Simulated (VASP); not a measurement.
# W2AuN3 (P3m1) in VASP: notebook

W2AuN3 is run at these levels: PBE; tasks: single point.

Everything below comes from runs of VASP 6.6.1. Logs are shortened: lines on timing, memory, paths and dates and some standing lists are left out, and cuts for length are marked.

**1. The cell of the first run**

The structure is trigonal, space group P3m1 (No. 156). The conventional cell has a = 4.454 Å, b = 4.454 Å, c = 6.340 Å, α = 90.00°, β = 90.00°, γ = 120.00°. Within 2.7 Å of W (site symmetry 3m) lie 1 N at 1.96 Å and 3 W at 2.68 Å. Within 2.3 Å of W (site symmetry 3m) lie 1 N at 1.74 Å. Au (site symmetry 3m) has 1 N at 1.99 Å and 1 W at 2.62 Å within 2.7 Å. Within 1.5 Å of N (site symmetry 3m) lie 1 N at 1.14 Å. Within 1.5 Å of N (site symmetry 3m) lie 1 N at 1.14 Å. Within 2.3 Å of N (site symmetry 3m) lie 1 W at 1.74 Å and 1 Au at 1.99 Å.

The cell was generated, and may not be a known phase.

**2. Single point, PBE**

File INCAR:

```
SYSTEM = W2AuN3
ALGO     = Normal         ! electronic algorithm
EDIFF    = 1E-6           ! SCF threshold, eV
ENCUT    = 700            ! plane-wave cutoff, eV
GGA      = PE             ! functional
GGA_COMPAT= .FALSE.      
ISIF     = 2              ! what is computed and relaxed
ISMEAR   = 0              ! smearing method
LASPH    = .TRUE.         ! aspherical terms in the spheres
LCHARG   = .FALSE.        ! write CHGCAR
LREAL    = .FALSE.        ! projectors in reciprocal space
LWAVE    = .FALSE.        ! write WAVECAR
NBANDS   = 40             ! bands
NELM     = 120            ! most SCF steps
PREC     = Accurate       ! precision mode
SIGMA    = 0.15           ! smearing width, eV
```

File KPOINTS:

```
k-points
0
G
  3 3 2
  0 0 0
```

File POSCAR:

```
W2AuN3
1.0
    4.4539797762      0.0000000000      0.0000000000
   -2.2269898881      3.8572596341      0.0000000000
    0.0000000000      0.0000000000      6.3398877074
W Au N
2 1 3
Direct
    0.3333333333      0.6666666667      0.0404817687
    0.6666666667      0.3333333333      0.9191660969
    0.6666666667      0.3333333333      0.3319927711
    0.3333333333      0.6666666667      0.5521965839
    0.3333333333      0.6666666667      0.7320202414
    0.6666666667      0.3333333333      0.6450918180
```

Potentials or basis: VASP PAW PBE potentials, release 64 (W_sv, Au_sv_GW, N).

The run is started by

```
$ cat potpaw_PBE.64/W_sv/POTCAR potpaw_PBE.64/Au_sv_GW/POTCAR potpaw_PBE.64/N/POTCAR > POTCAR
$ mpirun -np 1 vasp_std > vasp.out
```

OUTCAR:

```text
SYSTEM = W2AuN3
   EDIFF = 1E-6
   ENCUT = 700
   GGA = PE
   ISIF = 2
   ISMEAR = 0
   LASPH = .TRUE.
   LREAL = .FALSE.
   NELM = 120
   PREC = Accurate

 ion  position               nearest neighbor table
   1  0.333  0.667  0.040-   5 1.96   2 2.68   2 2.68   2 2.68   3 3.17   3 3.17   3 3.17
   2  0.667  0.333  0.919-   6 1.74   3 2.62   1 2.68   1 2.68   1 2.68
   3  0.667  0.333  0.332-   6 1.99   2 2.62   1 3.17   1 3.17   1 3.17
   4  0.333  0.667  0.552-   5 1.14
   5  0.333  0.667  0.732-   4 1.14   1 1.96
   6  0.667  0.333  0.645-   2 1.74   3 1.99

  LATTYP: Found a hexagonal cell.
 ALAT       =     4.4539797762
 C/A-ratio  =     1.4234208564

  Lattice vectors:

 A1 = (   4.4539797762,   0.0000000000,   0.0000000000)
 A2 = (  -2.2269898881,   3.8572596341,   0.0000000000)
 A3 = (   0.0000000000,   0.0000000000,   6.3398877074)

Analysis of symmetry for initial positions (statically):
=====================================================================
 Subroutine PRICEL returns:
 Original cell was already a primitive cell.

 Routine SETGRP: Setting up the symmetry group for a
 hexagonal supercell.

 Subroutine GETGRP returns: Found  6 space group operations
 (whereof  6 operations were pure point group operations)
 out of a pool of 24 trial point group operations.

The static configuration has the point symmetry C_3v.

Analysis of symmetry for dynamics (positions and initial velocities):
=====================================================================
 Subroutine PRICEL returns:
 Original cell was already a primitive cell.

 Routine SETGRP: Setting up the symmetry group for a
 hexagonal supercell.

 Subroutine GETGRP returns: Found  6 space group operations
 (whereof  6 operations were pure point group operations)
 out of a pool of 24 trial point group operations.

The dynamic configuration has the point symmetry C_3v.

 Subroutine INISYM returns: Found  6 space group operations
 (whereof  6 operations are pure point group operations),
 and found     1 'primitive' translations

----------------------------------------------------------------------------------------

                                     Primitive cell

  volume of cell :     108.9203

  direct lattice vectors                    reciprocal lattice vectors
     4.453979776  0.000000000  0.000000000     0.224518307  0.129625705  0.000000000
    -2.226989888  3.857259634  0.000000000     0.000000000  0.259251410  0.000000000
     0.000000000  0.000000000  6.339887707     0.000000000  0.000000000  0.157731500

  length of vectors
     4.453979776  4.453979776  6.339887707     0.259251410  0.259251410  0.157731500

  position of ions in fractional coordinates (direct lattice)
     0.333333333  0.666666667  0.040481769
     0.666666667  0.333333333  0.919166097
     0.666666667  0.333333333  0.331992771
     0.333333333  0.666666667  0.552196584
     0.333333333  0.666666667  0.732020241
     0.666666667  0.333333333  0.645091818

  ion indices of the primitive-cell ions
   primitive index   ion index
                 1           1
                 2           2
                 3           3
                 4           4
                 5           5
                 6           6

----------------------------------------------------------------------------------------

 KPOINTS: k-points

Automatic generation of k-mesh.
 Grid dimensions read from file:
 generate k-points for:    3    3    2

 Generating k-lattice:

  Cartesian coordinates                     Fractional coordinates (reciprocal lattice)
     0.074839436  0.043208568  0.000000000     0.333333333  0.000000000  0.000000000
     0.000000000  0.086417137  0.000000000     0.000000000  0.333333333  0.000000000
     0.000000000  0.000000000  0.078865750     0.000000000  0.000000000  0.500000000

  Length of vectors
     0.086417137  0.086417137  0.078865750

  Shift w.r.t. Gamma in fractional coordinates (k-lattice)
     0.000000000  0.000000000  0.000000000

 Subroutine IBZKPT returns following result:
 ===========================================

 Found      6 irreducible k-points:

 Following reciprocal coordinates:
            Coordinates               Weight
  0.000000  0.000000  0.000000      1.000000
  0.333333  0.000000  0.000000      6.000000
  0.333333  0.333333  0.000000      2.000000
  0.000000  0.000000  0.500000      1.000000
  0.333333  0.000000  0.500000      6.000000
  0.333333  0.333333  0.500000      2.000000
   k-points           NKPTS =      6   k-points in BZ     NKDIM =      6   number of bands    NBANDS=     40
   number of dos      NEDOS =    301   number of ions     NIONS =      6
   total plane-waves  NPLWV =  89600
   dimension x,y,z NGX =    40 NGY =   40 NGZ =   56
   dimension x,y,z NGXF=    80 NGYF=   80 NGZF=  112
   ions per type =               2   1   3
   NGX,Y,Z   is equivalent  to a cutoff of  14.93, 14.93, 14.68 a.u.
   NGXF,Y,Z  is equivalent  to a cutoff of  29.86, 29.86, 29.37 a.u.
 SYSTEM =  W2AuN3
   PREC   = accura    normal or accurate (medium, high low for compatibility)
   ISTART =      0    job   : 0-new  1-cont  2-samecut
   ICHARG =      2    charge: 1-file 2-atom 10-const
   ISPIN  =      1    spin polarized calculation?
   LNONCOLLINEAR =      F non collinear calculations
   LSORBIT =      F    spin-orbit coupling
   LASPH  =      T    aspherical Exc in radial PAW
   ENCUT  =  700.0 eV  51.45 Ry    7.17 a.u.   9.61  9.61 13.68*2*pi/ulx,y,z
   NELM   =    120;   NELMIN=  2; NELMDL= -5     # of ELM steps
   EDIFF  = 0.1E-05   stopping-criterion for ELM
   LREAL  =      F    real-space projection
   EDIFFG = 0.1E-04   stopping-criterion for IOM
   NSW    =      0    number of steps for IOM
   IBRION =     -1    ionic relax: 0-MD 1-quasi-New 2-CG
   NFREE  =      0    steps in history (QN), initial steepest desc. (CG)
   ISIF   =      2    stress and relaxation
   ISYM   =      2    0-nonsym 1-usesym 2-fastsym
   POTIM  = 0.5000    time-step for ionic-motion
   TEBEG  =    0.0;   TEEND  =   0.0 temperature during run
   PSTRESS=    0.0 pullay stress
   NELECT =      62.0000    total number of electrons
   NUPDOWN=      -1.0000    fix difference up-down
   EMIN   =  10.00;   EMAX   =-10.00  energy-range for DOS
   EFERMI =   0.00;   METHOD = LEGACY
   ISMEAR =     0;   SIGMA  =   0.15  broadening in eV -4-tet -1-fermi 0-gaus
   EFERMI_NEDOS =   21; number of points for ismear=-14 and -15
   IALGO  =     38    algorithm
   IMIX   =      4    mixing-type and parameters
     AMIX     =   0.40;   BMIX     =  1.00
     AMIX_MAG =   1.60;   BMIX_MAG =  1.00
  volume/ion in A,a.u.               =      18.15       122.51
  Fermi-wavevector in a.u.,A,eV,Ry     =   1.356758  2.563902 25.045512  1.840793
  Thomas-Fermi vector in A             =   2.483734
   LORBIT       =      0    0 simple, 1 ext, 2 COOP (PROOUT), +10 PAW based schemes
   GGA     = PE    functional components
   LHFCALC =     F    Hartree Fock is set to
   AEXX    =    0.0000 exact exchange contribution
   IVDW    =     0    specifies the selected vdW correction
   LEPSILON=     F    determine dielectric tensor
   LRPA    =     F    only Hartree local field effects (RPA)
 non-spin polarized calculation
 Gauss-broadening in eV      SIGMA  =   0.15
  energy-cutoff  :      700.00
  volume of cell :      108.92
 maximum number of plane-waves:      4599
 NGX is ok and might be reduce to    40
   NGX = 19   NGY = 19   NGZ = 27

 number of electron      62.0000002 magnetization

 Free energy of the ion-electron system (eV)
  ---------------------------------------------------
  ext. energy  EPLUGINS =         0.00000000
  ---------------------------------------------------
  free energy    TOTEN  =       -47.42879666 eV

  energy without entropy =      -47.41464060  energy(sigma->0) =      -47.42171863

 E-fermi :   3.9393     XC(G=0): -10.1427

 val. band max:        3.9379434582   @ k =   0.0000   0.0000   0.5000
 cond. band min:       4.1775972012   @ k =   0.3333   0.0000   0.5000
 fundamental gap:      0.2396537430
 Fermi energy:         3.9392924193

 k-point     1 :       0.0000    0.0000    0.0000
  band No.  band energies     occupation
      1    -101.7025      2.00000
      2     -69.8486      2.00000
      3     -69.4348      2.00000
      4     -53.2946      2.00000
      5     -52.8456      2.00000
      6     -52.8456      2.00000
[... 32 lines left out ...]
     39       8.0783      0.00000
     40       9.8446      0.00000

 k-point     2 :       0.3333    0.0000    0.0000
  band No.  band energies     occupation
      1    -101.7025      2.00000
      2     -69.8436      2.00000
      3     -69.4400      2.00000
      4     -53.2946      2.00000
      5     -52.8458      2.00000
      6     -52.8456      2.00000
[... 32 lines left out ...]
     39       8.0828      0.00000
     40       9.1356      0.00000

 k-point     3 :       0.3333    0.3333    0.0000
  band No.  band energies     occupation
      1    -101.7025      2.00000
      2     -69.8411      2.00000
      3     -69.4427      2.00000
      4     -53.2946      2.00000
      5     -52.8458      2.00000
      6     -52.8458      2.00000
[... 32 lines left out ...]
     39       8.0438      0.00000
     40       8.6196      0.00000

 k-point     4 :       0.0000    0.0000    0.5000
  band No.  band energies     occupation
      1    -101.7025      2.00000
      2     -69.8486      2.00000
      3     -69.4348      2.00000
      4     -53.2946      2.00000
      5     -52.8456      2.00000
      6     -52.8456      2.00000
[... 32 lines left out ...]
     39       8.4150      0.00000
     40      10.2331      0.00000

 k-point     5 :       0.3333    0.0000    0.5000
  band No.  band energies     occupation
      1    -101.7025      2.00000
      2     -69.8436      2.00000
      3     -69.4401      2.00000
      4     -53.2946      2.00000
      5     -52.8458      2.00000
      6     -52.8456      2.00000
[... 32 lines left out ...]
     39       8.3200      0.00000
     40       9.2493      0.00000

 k-point     6 :       0.3333    0.3333    0.5000
  band No.  band energies     occupation
      1    -101.7025      2.00000
      2     -69.8411      2.00000
      3     -69.4427      2.00000
      4     -53.2946      2.00000
      5     -52.8458      2.00000
      6     -52.8458      2.00000
[... 32 lines left out ...]
     39       8.0918      0.00000
     40       8.5797      0.00000

------------------------ aborting loop because EDIFF is reached ----------------------------------------

  FORCE on cell =-STRESS in cart. coord.  units (eV):
  Direction    XX          YY          ZZ          XY          YZ          ZX
  --------------------------------------------------------------------------------------
  -------------------------------------------------------------------------------------
  Total        0.1933399      0.1933399      1.4170540     -0.0000000      0.0000000      0.0000000
  in kB        2.8439593      2.8439593     20.8443478     -0.0000000      0.0000000      0.0000000
  external PRESSURE =       8.8440888 kB  Pullay stress =       0.0000000 kB

 VOLUME and BASIS-vectors are now :
 -----------------------------------------------------------------------------
  energy-cutoff  :      700.00
  volume of cell :      108.92
      direct lattice vectors                 reciprocal lattice vectors
     4.453979776  0.000000000  0.000000000     0.224518307  0.129625705  0.000000000
    -2.226989888  3.857259634  0.000000000     0.000000000  0.259251410  0.000000000
     0.000000000  0.000000000  6.339887707     0.000000000  0.000000000  0.157731500

 POSITION                                       TOTAL-FORCE (eV/Angst)
 -----------------------------------------------------------------------------------
     -0.00000      2.57151      0.25665        -0.000000     -0.000000      0.057013
      2.22699      1.28575      5.82741        -0.000000      0.000000      0.150213
      2.22699      1.28575      2.10480        -0.000000      0.000000     -0.031908
     -0.00000      2.57151      3.50086         0.000000     -0.000000     -0.871973
     -0.00000      2.57151      4.64093         0.000000      0.000000      0.840503
      2.22699      1.28575      4.08981         0.000000     -0.000000     -0.143847
 -----------------------------------------------------------------------------------
    total drift:                               -0.000001      0.000001     -0.000682

  FREE ENERGIE OF THE ION-ELECTRON SYSTEM (eV)
  ---------------------------------------------------
  free  energy   TOTEN  =       -47.4287966551 eV

  energy  without entropy=      -47.4146405968  energy(sigma->0) =      -47.42171863
```

It took 57 s on 1 thread of AMD EPYC 7R43 (Zen 3), shared host; peak memory 0.27 GiB.

What came out:

```
Free energy            : -47.4288 eV
Pressure               : 0.9 GPa
Largest force          : 0.872 eV/Å
Band gap on the k mesh : zero (bands 31 and 32 overlap by 0.79 eV)
```

Forces in eV/Å, atoms in the order of the input:
```
W    0.000  0.000  0.057
W    0.000  0.000  0.150
Au   0.000  0.000 -0.032
N    0.000  0.000 -0.872
N    0.000  0.000  0.841
N    0.000  0.000 -0.144
```

Stress tensor (GPa, compression positive):
```
0.28 0.00 0.00
0.00 0.28 0.00
0.00 0.00 2.08
```

Levels at points of the mesh, in eV from the Fermi level:
```
           k point  band 27  band 28  band 29  band 30  band 31  band 32  band 33  band 34  band 35  band 36
(0.00, 0.00, 0.00)    -1.70    -1.41    -1.29    -1.29    -0.55    -0.55     1.69     1.69     3.67     3.67
(0.00, 0.00, 0.50)    -2.17    -1.10    -1.10     0.00     0.00     0.72     2.01     2.01     3.06     3.06
```

Caveat: the k points lie up to 0.54 Å⁻¹ apart, too coarse for converged energies and pressures of a metal; the standard files for N, O and F lose accuracy on very short bonds; spin-orbit coupling is left out, which moves the levels of the heavy elements.

**3. Single point, PBE**

This run uses another cell than the first one, of 13.07 Å³/atom.

File INCAR:

```
SYSTEM = W2AuN3
PREC = Accurate ; ENCUT = 700
EDIFF = 1E-6 ; ISMEAR = 0
SIGMA = 0.15 ; LREAL = .FALSE.
LASPH = .TRUE. ; NELM = 120
ALGO = Normal ; ISIF = 2
LWAVE = .FALSE. ; LCHARG = .TRUE.
GGA = PE ; LELF = .TRUE.
LVHAR = .TRUE. ; NBANDS = 40
GGA_COMPAT = .FALSE.
```

File KPOINTS:

```
regular mesh
0
G
  5 5 1
  0 0 0
```

File POSCAR:

```
W2AuN3
1.0
    2.9825218680      0.0000000000      0.0000000000
   -1.4912609340      2.5829397051      0.0000000000
    0.0000000000      0.0000000000     10.1767631744
W Au N
2 1 3
Direct
    0.3333333333      0.6666666667      0.7465265790
    0.6666666667      0.3333333333      0.2861785316
    0.3333333333      0.6666666667      0.0706403075
    0.6666666667      0.3333333333      0.8704127603
    0.6666666667      0.3333333333      0.6428789164
    0.3333333333      0.6666666667      0.3833619251
```

Potentials or basis: VASP PAW PBE potentials, release 64 (W_sv, Au_sv_GW, N).

The run is started by

```
$ cat potpaw_PBE.64/W_sv/POTCAR potpaw_PBE.64/Au_sv_GW/POTCAR potpaw_PBE.64/N/POTCAR > POTCAR
$ mpirun -np 1 vasp_std > vasp.out
```

It took 1.7 min on 1 thread of AMD EPYC 7R43 (Zen 3), shared host; peak memory 0.23 GiB.

Results (log left out):

| Property | Result |
| --- | --- |
| Free energy | -52.5341 eV |
| Pressure | 1.1 GPa |
| Largest force | 0.145 eV/Å |
| Band gap on the k mesh | zero (bands 31 and 32 overlap by 0.58 eV) |

Forces in eV/Å, atoms in the order of the input:
```
W    0.000  0.000  0.102
W    0.000  0.000 -0.135
Au   0.000  0.000  0.018
N    0.000  0.000  0.032
N    0.000  0.000 -0.145
N    0.000  0.000  0.127
```

Stress tensor (GPa, compression positive):
```
 1.66  0.00  0.00
 0.00  1.66  0.00
 0.00  0.00 -0.06
```

Levels at points of the mesh, in eV from the Fermi level:
```csv
k point,band 28,band 29,band 30,band 31,band 32,band 33,band 34,band 35
"(0.00, 0.00, 0.00)",-2.37,-2.37,-1.69,0.35,0.35,1.76,2.60,3.22
```

Caveat: the k points lie up to 0.62 Å⁻¹ apart, too coarse for converged energies and pressures of a metal; spin-orbit coupling is left out, which moves the levels of the heavy elements.

[end of part 1 of 2]

The gap in the log of VASP goes by the Fermi energy; the results here count the filled bands.